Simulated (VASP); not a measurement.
# Ti in VASP: notebook

Runs on Ti. Level: PBEsol. Tasks: single point.

All numbers are computed with VASP 6.6.1; they aren't measurements. Logs are shortened: lines on timing, memory, paths and dates and some standing lists are left out, and cuts for length are marked.

### 1 The cell of the first run

It takes space group I4/mmm (No. 139, tetragonal). Conventional cell: a = 3.380 Å, b = 3.380 Å, c = 3.282 Å, α = 90.00°, β = 90.00°, γ = 90.00°. Within 3.8 Å of Ti (site symmetry 4/mmm) lie 14 Ti at 2.90 to 3.38 Å.

### 2 Single point, PBEsol (equal xx and yy strain of +3 %)

INCAR

```
SYSTEM = Ti
PREC = Accurate
ENCUT = 520
EDIFF = 1E-6
ISMEAR = -1
SIGMA = 0.05
LREAL = .FALSE.
LASPH = .TRUE.
NELM = 80
ALGO = Normal
ISIF = 2
LWAVE = .FALSE.
LCHARG = .TRUE.
GGA = PS
LELF = .TRUE.
LVHAR = .TRUE.
NBANDS = 12
```

KPOINTS

```
Automatic mesh
0
G
  14 14 14
  0 0 0
```

POSCAR

```
Ti
1.0
   -1.6902300000      1.6902300000      1.6410000000
    1.6902300000     -1.6902300000      1.6410000000
    1.6902300000      1.6902300000     -1.6410000000
Ti
1
Direct
    0.0000000000      0.0000000000      0.0000000000
```

Potentials or basis: VASP PAW PBE potentials, release 64 (Ti_sv).

On the command line:

```console
$ cat potpaw_PBE.64/Ti_sv/POTCAR > POTCAR
$ mpirun -np 1 vasp_std > vasp.out
```

OUTCAR:

```text
SYSTEM = Ti
   PREC = Accurate
   ENCUT = 520
   EDIFF = 1E-6
   ISMEAR = -1
   LREAL = .FALSE.
   LASPH = .TRUE.
   NELM = 80
   ISIF = 2
   GGA = PS

 ion  position               nearest neighbor table
   1  0.000  0.000  0.000-

  LATTYP: Found a body centered tetragonal cell.
 ALAT       =     3.3804600000
 C/A-ratio  =     0.9708737864

  Lattice vectors:

 A1 = (  -1.6902300000,   1.6902300000,   1.6410000000)
 A2 = (   1.6902300000,  -1.6902300000,   1.6410000000)
 A3 = (   1.6902300000,   1.6902300000,  -1.6410000000)

Analysis of symmetry for initial positions (statically):
=====================================================================
 Subroutine PRICEL returns:
 Original cell was already a primitive cell.

 Routine SETGRP: Setting up the symmetry group for a
 body centered tetragonal supercell.

 Subroutine GETGRP returns: Found 16 space group operations
 (whereof 16 operations were pure point group operations)
 out of a pool of 16 trial point group operations.

The static configuration has the point symmetry D_4h.

Analysis of symmetry for dynamics (positions and initial velocities):
=====================================================================
 Subroutine PRICEL returns:
 Original cell was already a primitive cell.

 Routine SETGRP: Setting up the symmetry group for a
 body centered tetragonal supercell.

 Subroutine GETGRP returns: Found 16 space group operations
 (whereof 16 operations were pure point group operations)
 out of a pool of 16 trial point group operations.

The dynamic configuration has the point symmetry D_4h.

 Subroutine INISYM returns: Found 16 space group operations
 (whereof 16 operations are pure point group operations),
 and found     1 'primitive' translations

----------------------------------------------------------------------------------------

                                     Primitive cell

  volume of cell :      18.7525

  direct lattice vectors                    reciprocal lattice vectors
    -1.690230000  1.690230000  1.641000000     0.000000000  0.295817729  0.304692261
     1.690230000 -1.690230000  1.641000000     0.295817729  0.000000000  0.304692261
     1.690230000  1.690230000 -1.641000000     0.295817729  0.295817729  0.000000000

  length of vectors
     2.899419926  2.899419926  2.899419926     0.424671052  0.424671052  0.418349444

  position of ions in fractional coordinates (direct lattice)
     0.000000000  0.000000000  0.000000000

  ion indices of the primitive-cell ions
   primitive index   ion index
                 1           1
[... 75 lines left out ...]
   NSW    =      0    number of steps for IOM
   IBRION =     -1    ionic relax: 0-MD 1-quasi-New 2-CG
   NFREE  =      0    steps in history (QN), initial steepest desc. (CG)
   ISIF   =      2    stress and relaxation
   ISYM   =      2    0-nonsym 1-usesym 2-fastsym
   POTIM  = 0.5000    time-step for ionic-motion
   TEBEG  =    0.0;   TEEND  =   0.0 temperature during run
   PSTRESS=    0.0 pullay stress
   NELECT =      12.0000    total number of electrons
   NUPDOWN=      -1.0000    fix difference up-down
   EMIN   =  10.00;   EMAX   =-10.00  energy-range for DOS
   EFERMI =   0.00;   METHOD = LEGACY
   ISMEAR =    -1;   SIGMA  =   0.05  broadening in eV -4-tet -1-fermi 0-gaus
   EFERMI_NEDOS =   21; number of points for ismear=-14 and -15
   IALGO  =     38    algorithm
   IMIX   =      4    mixing-type and parameters
     AMIX     =   0.40;   BMIX     =  1.00
     AMIX_MAG =   1.60;   BMIX_MAG =  1.00
  volume/ion in A,a.u.               =      18.75       126.55
  Fermi-wavevector in a.u.,A,eV,Ry     =   1.410745  2.665921 27.078335  1.990201
  Thomas-Fermi vector in A             =   2.532667
   LORBIT       =      0    0 simple, 1 ext, 2 COOP (PROOUT), +10 PAW based schemes
   GGA     = PS    functional components
   LHFCALC =     F    Hartree Fock is set to
   AEXX    =    0.0000 exact exchange contribution
   IVDW    =     0    specifies the selected vdW correction
   LEPSILON=     F    determine dielectric tensor
   LRPA    =     F    only Hartree local field effects (RPA)
 non-spin polarized calculation
  energy-cutoff  :      520.00
  volume of cell :       18.75
 maximum number of plane-waves:       520
 NGX is ok and might be reduce to    24
   NGX = 11   NGY = 11   NGZ = 11

 number of electron      12.0000002 magnetization

 Free energy of the ion-electron system (eV)
  ---------------------------------------------------
  ext. energy  EPLUGINS =         0.00000000
  ---------------------------------------------------
  free energy    TOTEN  =        -8.15685181 eV

  energy without entropy =       -8.13512163  energy(sigma->0) =       -8.14598672

 E-fermi :   7.1884     XC(G=0): -11.2712

 val. band max:        7.1841954673   @ k =  -0.4286   0.4286   0.0714
 cond. band min:       7.1887505152   @ k =   0.2143   0.2143   0.0000
 fundamental gap:      0.0045550479
 Fermi energy:         7.1884203054

 k-point     1 :       0.0000    0.0000    0.0000
  band No.  band energies     occupation
      1     -49.2671      2.00000
      2     -25.2988      2.00000
      3     -25.2955      2.00000
      4     -25.2955      2.00000
      5       1.4117      2.00000
      6       7.9754      0.00000
      7       8.1684      0.00000
      8       8.1684      0.00000
      9       9.5910      0.00000
     10       9.8163      0.00000
     11      23.9026      0.00000
     12      23.9026      0.00000
[... 331 lines left out ...]
 k-point    24 :       0.2857    0.1429    0.0000
  band No.  band energies     occupation
      1     -49.1806      2.00000
      2     -25.7246      2.00000
      3     -25.4557      2.00000
      4     -25.3368      2.00000
      5       4.8086      2.00000
      6       6.9431      1.98531
      7       7.2432      0.50138
      8       9.4772      0.00000
      9      10.1359      0.00000
     10      10.8448      0.00000
     11      17.3995      0.00000
     12      19.6418      0.00000

 [... further k-points ...]
[... 5 lines left out ...]
  --------------------------------------------------------------------------------------
  -------------------------------------------------------------------------------------
  Total       -1.3141922     -1.3141922     -1.4171215      0.0000000      0.0000000      0.0000000
  in kB     -112.2817801   -112.2817801   -121.0758358      0.0000000      0.0000000      0.0000000
  external PRESSURE =    -115.2131320 kB  Pullay stress =       0.0000000 kB

 VOLUME and BASIS-vectors are now :
 -----------------------------------------------------------------------------
  energy-cutoff  :      520.00
  volume of cell :       18.75
      direct lattice vectors                 reciprocal lattice vectors
    -1.690230000  1.690230000  1.641000000     0.000000000  0.295817729  0.304692261
     1.690230000 -1.690230000  1.641000000     0.295817729  0.000000000  0.304692261
     1.690230000  1.690230000 -1.641000000     0.295817729  0.295817729  0.000000000

 POSITION                                       TOTAL-FORCE (eV/Angst)
 -----------------------------------------------------------------------------------
      0.00000      0.00000      0.00000        -0.000000     -0.000000      0.000000
 -----------------------------------------------------------------------------------
    total drift:                                0.000000      0.000000     -0.000000

  FREE ENERGIE OF THE ION-ELECTRON SYSTEM (eV)
  ---------------------------------------------------
  free  energy   TOTEN  =        -8.1568518139 eV

  energy  without entropy=       -8.1351216256  energy(sigma->0) =       -8.14598672
```

Wall time 54 s (1 thread of Intel Xeon 8259CL, shared host); peak memory 0.18 GiB.

What came out:

* Free energy: -8.1569 eV
* Pressure: -11.5 GPa
* Band gap on the k mesh: zero (bands 6 and 7 overlap by 1.49 eV)

Levels at points of the mesh, in eV from the Fermi level:
```
           k point  band 2  band 3  band 4  band 5  band 6  band 7  band 8  band 9  band 10  band 11
(0.00, 0.00, 0.00)  -32.49  -32.48  -32.48   -5.78    0.79    0.98    0.98    2.40     2.63    16.71
(0.50, 0.00, 0.00)  -33.01  -32.66  -32.49   -2.28   -0.41    1.01    2.53    2.88     3.89     8.03
(0.50, 0.50, 0.00)  -33.02  -32.65  -32.48   -2.29   -0.18    0.82    2.34    2.75     3.86     7.83
(0.50, 0.50, 0.50)  -32.86  -32.86  -32.83   -1.89   -1.83    3.55    3.55    3.60     7.50     7.50
```

Caveat: the cell differs from its parent crystal (equal xx and yy strain of +3 %); the cell stands under tension; the PAW data sets were made with another functional, which shifts forces and pressure a little.

### 3 Single point, PBEsol (equal xy, yz and zx shear strains of -3 %)

INCAR

```
SYSTEM = Ti
PREC     = Accurate       ! precision mode
ENCUT    = 520            ! plane-wave cutoff, eV
EDIFF    = 1E-7           ! SCF threshold, eV
ISMEAR   = -1             ! smearing method
SIGMA    = 0.05           ! smearing width, eV
LREAL    = .False.        ! projectors in reciprocal space
LASPH    = .True.         ! aspherical terms in the spheres
NELM     = 80             ! most SCF steps
ALGO     = Normal         ! electronic algorithm
ISIF     = 2              ! what is computed and relaxed
LWAVE    = .False.        ! write WAVECAR
LCHARG   = .True.         ! write CHGCAR
GGA      = PS             ! functional
LELF     = .True.         ! ELF
LVHAR    = .True.       
NBANDS   = 12             ! bands
```

KPOINTS

```
regular mesh
0
Gamma
  14 14 14
  0 0 0
```

POSCAR

```
Ti
1.0
   -1.6902300000      1.6410000000      1.6410000000
    1.6410000000     -1.6902300000      1.6410000000
    1.6410000000      1.6410000000     -1.6902300000
Ti
1
Direct
    0.0000000000      0.0000000000      0.0000000000
```

Potentials or basis: VASP PAW PBE potentials, release 64 (Ti_sv).

On the command line:

```console
$ cat potpaw_PBE.64/Ti_sv/POTCAR > POTCAR
$ mpirun -np 1 vasp_std > vasp.out
```

OUTCAR:

```text
SYSTEM = Ti
   PREC = Accurate
   ENCUT = 520
   EDIFF = 1E-7
   ISMEAR = -1
   LREAL = .False.
   LASPH = .True.
   NELM = 80
   ISIF = 2
   GGA = PS

 ion  position               nearest neighbor table
   1  0.000  0.000  0.000-

  LATTYP: Found a trigonal (rhomboedric) cell.
 ALAT       =     2.8709997306
 COS(alpha) =    -0.3463033748

  Lattice vectors:

 A1 = (  -1.6902300000,   1.6410000000,   1.6410000000)
 A2 = (   1.6410000000,  -1.6902300000,   1.6410000000)
 A3 = (   1.6410000000,   1.6410000000,  -1.6902300000)

Analysis of symmetry for initial positions (statically):
=====================================================================
 Subroutine PRICEL returns:
 Original cell was already a primitive cell.

 Routine SETGRP: Setting up the symmetry group for a
 trigonal (rhombohedral) supercell.

 Subroutine GETGRP returns: Found 12 space group operations
 (whereof 12 operations were pure point group operations)
 out of a pool of 12 trial point group operations.

The static configuration has the point symmetry D_3d.

Analysis of symmetry for dynamics (positions and initial velocities):
=====================================================================
 Subroutine PRICEL returns:
 Original cell was already a primitive cell.

 Routine SETGRP: Setting up the symmetry group for a
 trigonal (rhombohedral) supercell.

 Subroutine GETGRP returns: Found 12 space group operations
 (whereof 12 operations were pure point group operations)
 out of a pool of 12 trial point group operations.

The dynamic configuration has the point symmetry D_3d.

 Subroutine INISYM returns: Found 12 space group operations
 (whereof 12 operations are pure point group operations),
 and found     1 'primitive' translations

----------------------------------------------------------------------------------------

                                     Primitive cell

  volume of cell :      17.6640

  direct lattice vectors                    reciprocal lattice vectors
    -1.690230000  1.641000000  1.641000000     0.009284209  0.309473628  0.309473628
     1.641000000 -1.690230000  1.641000000     0.309473628  0.009284209  0.309473628
     1.641000000  1.641000000 -1.690230000     0.309473628  0.309473628  0.009284209

  length of vectors
     2.870999731  2.870999731  2.870999731     0.437760265  0.437760265  0.437760265

  position of ions in fractional coordinates (direct lattice)
     0.000000000  0.000000000  0.000000000

  ion indices of the primitive-cell ions
   primitive index   ion index
                 1           1

----------------------------------------------------------------------------------------

 KPOINTS: regular mesh

Automatic generation of k-mesh.
 Grid dimensions read from file:
 generate k-points for:   14   14   14

 Generating k-lattice:

  Cartesian coordinates                     Fractional coordinates (reciprocal lattice)
     0.000663158  0.022105259  0.022105259     0.071428571  0.000000000  0.000000000
     0.022105259  0.000663158  0.022105259     0.000000000  0.071428571  0.000000000
     0.022105259  0.022105259  0.000663158    -0.000000000 -0.000000000  0.071428571

  Length of vectors
     0.031268590  0.031268590  0.031268590

  Shift w.r.t. Gamma in fractional coordinates (k-lattice)
     0.000000000  0.000000000  0.000000000

 Subroutine IBZKPT returns following result:
 ===========================================

 Found    288 irreducible k-points:

 Following reciprocal coordinates:
            Coordinates               Weight
  0.000000  0.000000  0.000000      1.000000
  0.071429 -0.000000 -0.000000      6.000000
  0.142857 -0.000000 -0.000000      6.000000
  0.214286 -0.000000 -0.000000      6.000000
  0.285714  0.000000  0.000000      6.000000
  0.357143 -0.000000 -0.000000      6.000000
[... 16 lines left out ...]
  0.214286  0.142857 -0.000000     12.000000
  0.285714  0.142857  0.000000     12.000000
 [... further k-points ...]
   k-points           NKPTS =    288   k-points in BZ     NKDIM =    288   number of bands    NBANDS=     12
   number of dos      NEDOS =    301   number of ions     NIONS =      1
   total plane-waves  NPLWV =  13824
   dimension x,y,z NGX =    24 NGY =   24 NGZ =   24
   dimension x,y,z NGXF=    48 NGYF=   48 NGZF=   48
   ions per type =               1
   NGX,Y,Z   is equivalent  to a cutoff of  13.90, 13.90, 13.90 a.u.
   NGXF,Y,Z  is equivalent  to a cutoff of  27.79, 27.79, 27.79 a.u.
 SYSTEM =  Ti
   PREC   = accura    normal or accurate (medium, high low for compatibility)
   ISTART =      0    job   : 0-new  1-cont  2-samecut
   ICHARG =      2    charge: 1-file 2-atom 10-const
   ISPIN  =      1    spin polarized calculation?
   LNONCOLLINEAR =      F non collinear calculations
   LSORBIT =      F    spin-orbit coupling
   LASPH  =      T    aspherical Exc in radial PAW
   ENCUT  =  520.0 eV  38.22 Ry    6.18 a.u.   5.34  5.34  5.34*2*pi/ulx,y,z
   NELM   =     80;   NELMIN=  2; NELMDL= -5     # of ELM steps
   EDIFF  = 0.1E-06   stopping-criterion for ELM
   LREAL  =      F    real-space projection
   EDIFFG = 0.1E-05   stopping-criterion for IOM
   NSW    =      0    number of steps for IOM
   IBRION =     -1    ionic relax: 0-MD 1-quasi-New 2-CG
   NFREE  =      0    steps in history (QN), initial steepest desc. (CG)
   ISIF   =      2    stress and relaxation
   ISYM   =      2    0-nonsym 1-usesym 2-fastsym
   POTIM  = 0.5000    time-step for ionic-motion
   TEBEG  =    0.0;   TEEND  =   0.0 temperature during run
   PSTRESS=    0.0 pullay stress
   NELECT =      12.0000    total number of electrons
   NUPDOWN=      -1.0000    fix difference up-down
   EMIN   =  10.00;   EMAX   =-10.00  energy-range for DOS
   EFERMI =   0.00;   METHOD = LEGACY
   ISMEAR =    -1;   SIGMA  =   0.05  broadening in eV -4-tet -1-fermi 0-gaus
   EFERMI_NEDOS =   21; number of points for ismear=-14 and -15
   IALGO  =     38    algorithm
   IMIX   =      4    mixing-type and parameters
     AMIX     =   0.40;   BMIX     =  1.00
     AMIX_MAG =   1.60;   BMIX_MAG =  1.00
  volume/ion in A,a.u.               =      17.66       119.20
  Fermi-wavevector in a.u.,A,eV,Ry     =   1.439148  2.719595 28.179657  2.071146
  Thomas-Fermi vector in A             =   2.558036
   LORBIT       =      0    0 simple, 1 ext, 2 COOP (PROOUT), +10 PAW based schemes
   GGA     = PS    functional components
   LHFCALC =     F    Hartree Fock is set to
   AEXX    =    0.0000 exact exchange contribution
   IVDW    =     0    specifies the selected vdW correction
   LEPSILON=     F    determine dielectric tensor
   LRPA    =     F    only Hartree local field effects (RPA)
 non-spin polarized calculation
  energy-cutoff  :      520.00
  volume of cell :       17.66
 maximum number of plane-waves:       492
 NGX is ok and might be reduce to    24
   NGX = 11   NGY = 11   NGZ = 11

 number of electron      12.0000001 magnetization

 Free energy of the ion-electron system (eV)
  ---------------------------------------------------
  ext. energy  EPLUGINS =         0.00000000
  ---------------------------------------------------
  free energy    TOTEN  =        -8.21368853 eV

  energy without entropy =       -8.19349900  energy(sigma->0) =       -8.20359376

 E-fermi :   7.7778     XC(G=0): -11.5500

 val. band max:        7.7749657627   @ k =   0.2857   0.2857   0.0000
 cond. band min:       7.7831648007   @ k =  -0.3571   0.1429   0.0714
 fundamental gap:      0.0081990380
 Fermi energy:         7.7778390902

 k-point     1 :       0.0000    0.0000    0.0000
  band No.  band energies     occupation
      1     -48.5461      2.00000
      2     -24.5373      2.00000
      3     -24.5373      2.00000
      4     -24.4637      2.00000
      5       1.8708      2.00000
      6       8.4554      0.00000
      7       8.8744      0.00000
      8       8.8744      0.00000
      9      10.5201      0.00000
     10      10.5201      0.00000
     11      24.4967      0.00000
     12      25.3660      0.00000
[... 331 lines left out ...]
 k-point    24 :       0.2857    0.1429    0.0000
  band No.  band energies     occupation
      1     -48.4210      2.00000
      2     -25.0856      2.00000
      3     -24.7081      2.00000
      4     -24.5673      2.00000
      5       5.4408      2.00000
      6       7.5454      1.98104
      7       7.9332      0.08559
      8      10.1763      0.00000
      9      10.7335      0.00000
     10      11.8831      0.00000
     11      18.8034      0.00000
     12      20.8842      0.00000

 [... further k-points ...]
[... 5 lines left out ...]
  --------------------------------------------------------------------------------------
  -------------------------------------------------------------------------------------
  Total       -0.7552614     -0.7552614     -0.7552614      0.0947399      0.0947399      0.0947399
  in kB      -68.5043736    -68.5043736    -68.5043736      8.5931846      8.5931846      8.5931846
  external PRESSURE =     -68.5043736 kB  Pullay stress =       0.0000000 kB

 VOLUME and BASIS-vectors are now :
 -----------------------------------------------------------------------------
  energy-cutoff  :      520.00
  volume of cell :       17.66
      direct lattice vectors                 reciprocal lattice vectors
    -1.690230000  1.641000000  1.641000000     0.009284209  0.309473628  0.309473628
     1.641000000 -1.690230000  1.641000000     0.309473628  0.009284209  0.309473628
     1.641000000  1.641000000 -1.690230000     0.309473628  0.309473628  0.009284209

 POSITION                                       TOTAL-FORCE (eV/Angst)
 -----------------------------------------------------------------------------------
      0.00000      0.00000      0.00000         0.000000      0.000000      0.000000
 -----------------------------------------------------------------------------------
    total drift:                                0.000000      0.000000      0.000000

  FREE ENERGIE OF THE ION-ELECTRON SYSTEM (eV)
  ---------------------------------------------------
  free  energy   TOTEN  =        -8.2136885273 eV

  energy  without entropy=       -8.1934989953  energy(sigma->0) =       -8.20359376
```

Run time: 76 s. Hardware: 1 thread of Intel Xeon 8259CL, shared host; peak memory 0.18 GiB.

What came out:

| Property | Result |
| --- | --- |
| Free energy | -8.2137 eV |
| Pressure | -6.9 GPa |
| Band gap on the k mesh | zero (bands 6 and 7 overlap by 1.60 eV) |

Levels at points of the mesh, in eV from the Fermi level:
| k point | band 4 | band 5 | band 6 | band 7 | band 8 | band 9 |
| --- | --- | --- | --- | --- | --- | --- |
| (0.00, 0.00, 0.00) | -32.24 | -5.91 | 0.68 | 1.10 | 1.10 | 2.74 |
| (0.50, 0.00, 0.00) | -32.31 | -2.39 | -0.33 | 1.33 | 2.62 | 2.92 |
| (0.50, 0.50, 0.00) | -32.27 | -2.44 | -0.45 | 0.90 | 2.80 | 3.15 |
| (0.50, 0.50, 0.50) | -32.71 | -2.04 | -2.04 | 3.73 | 3.73 | 4.11 |

Caveat: the cell differs from its parent crystal (equal xy, yz and zx shear strains of -3 %); the cell stands under tension; the PAW data sets were made with another functional, which shifts forces and pressure a little.

(Continued in part 2 of 2.)
